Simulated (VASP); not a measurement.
Wanted: the native input for a VASP 6.6.1 run.

```
Task                   : relaxation of cell and atoms
Functional             : RPBE
Potentials or basis    : VASP PAW PBE potentials, release 64 (W_sv, C)
Cutoff                 : 600 eV
k mesh                 : 10 × 10 × 6
Occupations            : fermi-dirac, width 0.05 eV
Spin                   : no spin polarisation
Dipole correction      : no
Further INCAR settings : ALGO = Normal; EDIFF = 1e-07; IBRION = 2; EDIFFG = -0.01; NSW = 60; ISIF = 3
```

The structure of WC lies in POSCAR:

```
WC
1.0
    1.6403461100     -2.1180379000      0.0000000000
    1.6403461100      2.1180379000      0.0000000000
    0.0000000000      0.0000000000      4.3094211000
W C
1 1
Direct
    0.5000000000      0.5000000000      0.5000000000
    0.0000000000      0.0000000000      0.0000000000
```

These files were run (other wordings do the same):

INCAR

```
SYSTEM = WC
  PREC = Accurate
  ENCUT = 600
  EDIFF = 1E-7
  ISMEAR = -1
  SIGMA = 0.05
  LREAL = .False.
  LASPH = .True.
  NELM = 60
  ALGO = Normal
  ISIF = 3
  LWAVE = .False.
  LCHARG = .False.
  GGA = RP
  IBRION = 2
  NSW = 60
  EDIFFG = -0.01
```

KPOINTS

```
Automatic mesh
0
Gamma
  10 10 6
  0 0 0
```

Potentials or basis: VASP PAW PBE potentials, release 64 (W_sv, C).

Launch:

```sh
$ cat potpaw_PBE.64/W_sv/POTCAR potpaw_PBE.64/C/POTCAR > POTCAR
$ mpirun -np 1 vasp_std > vasp.out
```

Results of the run:

The relaxed volume is 12.03 Å³/atom and the relaxed cell is a = 3.071 Å, b = 3.071 Å, c = 3.028 Å, α = 90.00°, β = 90.00°, γ = 122.59°. The space group after relaxing (to 0.05 Å) is Cmmm (No. 65), the energy gained by relaxing is 1903.4 meV/atom and the ionic steps are 17. The pressure after relaxing is 0.0 GPa and the band gap on the k mesh is zero (band 9 reaches 11.92 eV, above the bottom of band 10 at 8.89 eV).

Caveat: the volume moved by over 15 % at a fixed basis, so the end points are rough; the PAW data sets were made with another functional, which shifts forces and pressure a little; spin-orbit coupling is left out, which moves the levels of the heavy elements.

It took 5.7 min on 1 thread of AMD EPYC 9R45 96-Core Processor (Zen 5), on a shared host, peak memory 0.19 GiB.
